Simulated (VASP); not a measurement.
Set up this calculation in VASP 6.6.1, as the native input.

```yaml
Task: single point
Functional: LDA
Potentials_or_basis: VASP PAW LDA potentials, release 64 (Ti_sv)
Cutoff: 520 eV
k_mesh: 10 × 10 × 6
Occupations: fermi-dirac, width 0.05 eV
Spin: no spin polarisation
Dipole_correction: no
Further_INCAR_settings: ALGO = Normal; EDIFF = 1e-06; NBANDS = 19
```

The structure of Ti lies in POSCAR:

```
Ti
1.0
    2.9500000000      0.0000000000      0.0000000000
   -1.4750000000      2.5547749412      0.0000000000
    0.0000000000      0.0000000000      4.6800000000
Ti
2
Direct
    0.6666666667      0.3333333333      0.7500000000
    0.3333333333      0.6666666667      0.2500000000
```

One way to write it, as run:

INCAR

```
SYSTEM = Ti
ALGO = Normal ; EDIFF = 1E-6
ENCUT = 520 ; ISIF = 2
ISMEAR = -1 ; LASPH = .True.
LCHARG = .False. ; LREAL = .False.
LWAVE = .False. ; NBANDS = 19
NELM = 80 ; PREC = Accurate
SIGMA = 0.05
```

KPOINTS

```
k-points
0
Gamma
  10 10 6
  0 0 0
```

Potentials or basis: VASP PAW LDA potentials, release 64 (Ti_sv).

Command:

```console
$ cat potpaw_LDA.64/Ti_sv/POTCAR > POTCAR
$ mpirun -np 1 vasp_std > vasp.out
```

Results of the run:

The pressure is -9.8 GPa. The band gap on the k mesh is zero (band 12 reaches 8.67 eV, above the bottom of band 13 at 7.73 eV).

It took 12 s on 1 thread of Intel(R) Xeon(R) 6975P-C (Granite Rapids), on a shared host, peak memory 0.15 GiB.
